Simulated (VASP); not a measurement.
# CoSi2 (I4/mmm) in VASP: a series of runs, part 2 of 2

VASP 6.6.1.

**4. Single point, PBEsol**

This run uses another cell than the first one, of the same volume but with other edges.

The input, INCAR:

```
  ALGO = Normal
  EDIFF = 1E-6
  ENCUT = 520
  GGA = PS
  ISIF = 2
  ISMEAR = 0
  LASPH = True
  LCHARG = True
  LELF = True
  LREAL = False
  LVHAR = True
  LWAVE = False
  NBANDS = 16
  NELM = 100
  PREC = Accurate
  SIGMA = 0.15
```

The input, KPOINTS:

```
k-points
0
Gamma
  18 18 18
```

The input, POSCAR:

```
CoSi2
1.0
    0.0000000000      2.4338201332      3.1639661731
    2.4338201332      0.0000000000      3.1639661731
    2.4338201332      2.4338201332      0.0000000000
Co Si
1 2
Direct
    0.0000000000      0.0000000000      0.0000000000
    0.2500000000      0.2500000000      0.2500000000
    0.7500000000      0.7500000000      0.7500000000
```

Potentials or basis: VASP PAW PBE potentials, release 64 (Co, Si).

Command:

```console
cat potpaw_PBE.64/Co/POTCAR potpaw_PBE.64/Si/POTCAR > POTCAR
mpirun -np 1 vasp_std > vasp.out
```

OUTCAR:

```text
EDIFF = 1E-6
   ENCUT = 520
   GGA = PS
   ISIF = 2
   ISMEAR = 0
   LASPH = True
   LREAL = False
   NELM = 100
   PREC = Accurate

 ion  position               nearest neighbor table
   1  0.000  0.000  0.000-   3 2.34   3 2.34   2 2.34   3 2.34   2 2.34   2 2.34   3 2.34   2 2.34

   2  0.250  0.250  0.250-   1 2.34   1 2.34   1 2.34   1 2.34   3 2.43   3 2.43   3 2.43   3 2.43

   3  0.750  0.750  0.750-   1 2.34   1 2.34   1 2.34   1 2.34   2 2.43   2 2.43   2 2.43   2 2.43

  LATTYP: Found a body centered tetragonal cell.
 ALAT       =     3.4419414407
 C/A-ratio  =     1.8384776311

  Lattice vectors:

 A1 = (  -2.4338201332,   0.0000000000,   3.1639661731)
 A2 = (   2.4338201332,   0.0000000000,   3.1639661731)
 A3 = (   0.0000000000,   2.4338201332,  -3.1639661731)

Analysis of symmetry for initial positions (statically):
=====================================================================
 Subroutine PRICEL returns:
 Original cell was already a primitive cell.

 Routine SETGRP: Setting up the symmetry group for a
 body centered tetragonal supercell.

[... 169 lines left out ...]
 E-fermi :  10.4287     XC(G=0): -11.9746

 val. band max:       10.4240196775   @ k =  -0.1667   0.0000   0.1667
 cond. band min:      10.4292924374   @ k =   0.3333   0.2222   0.1111
 fundamental gap:      0.0052727599
 Fermi energy:        10.4287499304

 k-point     1 :       0.0000    0.0000    0.0000
  band No.  band energies     occupation
      1      -3.3144      2.00000
      2       6.0636      2.00000
      3       6.0636      2.00000
      4       7.0751      2.00000
      5       7.7567      2.00000
      6       9.0312      2.00000
[... 433 lines left out ...]
      3       6.5678      2.00000
      4       6.8962      2.00000
      5       7.9339      2.00000
      6       8.6995      2.00000
[... 8 lines left out ...]
     15      17.8701      0.00000
     16      18.2138      0.00000

 [... further k-points ...]

------------------------ aborting loop because EDIFF is reached ----------------------------------------

  FORCE on cell =-STRESS in cart. coord.  units (eV):
  Direction    XX          YY          ZZ          XY          YZ          ZX
  --------------------------------------------------------------------------------------
  -------------------------------------------------------------------------------------
  Total        2.9108763      2.9108763     -3.2428080      0.0000000     -0.0000000     -0.0000000
  in kB      124.4215341    124.4215341   -138.6095131      0.0000000     -0.0000000     -0.0000000
  external PRESSURE =      36.7445183 kB  Pullay stress =       0.0000000 kB

 VOLUME and BASIS-vectors are now :
 -----------------------------------------------------------------------------
  energy-cutoff  :      520.00
  volume of cell :       37.48
      direct lattice vectors                 reciprocal lattice vectors
     0.000000000  2.433820133  3.163966173    -0.205438353  0.205438353  0.158029502
     2.433820133  0.000000000  3.163966173     0.205438353 -0.205438353  0.158029502
     2.433820133  2.433820133  0.000000000     0.205438353  0.205438353 -0.158029502

 POSITION                                       TOTAL-FORCE (eV/Angst)
 -----------------------------------------------------------------------------------
      0.00000      0.00000      0.00000         0.000000     -0.000000     -0.000000
      1.21691      1.21691      1.58198        -0.000000      0.000000      0.000000
      3.65073      3.65073      4.74595        -0.000000      0.000000     -0.000000
 -----------------------------------------------------------------------------------
    total drift:                                0.000000     -0.000000     -0.000000

  FREE ENERGIE OF THE ION-ELECTRON SYSTEM (eV)
  ---------------------------------------------------
  free  energy   TOTEN  =       -20.4878612344 eV

  energy  without entropy=      -20.4758855247  energy(sigma->0) =      -20.48187338
```

stdout:

```text
POSCAR found type information on POSCAR CoSi
 POSCAR found :  2 types and       3 ions
 scaLAPACK will be used
 -----------------------------------------------------------------------------
|                                                                             |
|                                                                             |
|     You enforced a specific xc type in the INCAR file but a different       |
|     I HOPE YOU KNOW WHAT YOU ARE DOING!                                     |
|                                                                             |
 -----------------------------------------------------------------------------

 LDA part: xc-table for (Slater+PW92), standard interpolation
 POSCAR, INCAR and KPOINTS ok, starting setup
 FFT: planning ... GRIDC
 FFT: planning ... GRID_SOFT
 FFT: planning ... GRID
 WAVECAR not read
 entering main loop
```

Wall time 4.6 min (1 thread of Intel Xeon Platinum 8488C (Sapphire Rapids), shared host); peak memory 0.39 GiB.

Results:

- Free energy: -20.4879 eV
- Pressure: 3.7 GPa
- Band gap on the k mesh: zero (an odd number of electrons rules out a gap without spin polarisation)

Levels at points of the mesh, in eV from the Fermi level:
| k point | band 5 | band 6 | band 7 | band 8 | band 9 | band 10 | band 11 | band 12 | band 13 | band 14 |
| --- | --- | --- | --- | --- | --- | --- | --- | --- | --- | --- |
| (0.00, 0.00, 0.00) | -2.67 | -1.40 | -0.31 | 1.45 | 2.19 | 2.19 | 2.38 | 4.46 | 4.46 | 5.26 |
| (0.50, 0.00, 0.00) | -2.63 | -1.96 | -1.68 | -1.15 | 0.30 | 1.86 | 3.28 | 3.59 | 5.56 | 9.85 |
| (0.50, 0.50, 0.00) | -2.89 | -2.75 | -2.28 | -2.28 | -1.15 | 2.81 | 3.22 | 8.16 | 8.49 | 10.81 |
| (0.50, 0.00, 0.50) | -2.86 | -2.77 | -2.29 | -1.25 | -0.90 | 0.86 | 2.52 | 6.59 | 7.21 | 7.48 |

Caveat: the stress differs along the axes, from -14 to 12 GPa; the PAW data sets were made with another functional, which shifts forces and pressure a little; an odd number of electrons without spin polarisation forces a metal; a magnetic or distorted state may lie lower. Spin polarisation is off, so any magnetic state and its effect on volume and gap are missing.

**5. Summary**

| cell | gap on the mesh (eV) | pressure (GPa) |
| --- | --- | --- |
| a = 3.905, b = 3.905, c = 3.535 Å, angles 63.1, 63.1, 53.8°, 3 atoms | none | 1.9 |
| a = 3.660, b = 3.660, c = 4.081 Å, angles 56.1, 56.1, 67.8°, 3 atoms | none | 6.9 |
| a = 3.992, b = 3.992, c = 3.442 Å, angles 64.5, 64.5, 51.1°, 3 atoms | none | 3.7 |

Alike in all rows: task single point; level PBEsol; potentials or basis VASP PAW PBE potentials, release 64 (Co, Si); no spin polarisation; k mesh 18 × 18 × 18; cutoff (eV) 520; smearing gaussian 0.15 eV.

Caveats: the PAW data sets were made with another functional, which shifts forces and pressure a little; an odd number of electrons without spin polarisation forces a metal; a magnetic or distorted state may lie lower; the stress differs along the axes, from -9 to 7 GPa (at least some runs); the stress differs along the axes, from -10 to 41 GPa (at least some runs); the stress differs along the axes, from -14 to 12 GPa (at least some runs).

Total energies depend on the potentials used, so only differences within one code and one set of settings carry meaning.

The gap in the log of VASP goes by the Fermi energy; the results here count the filled bands.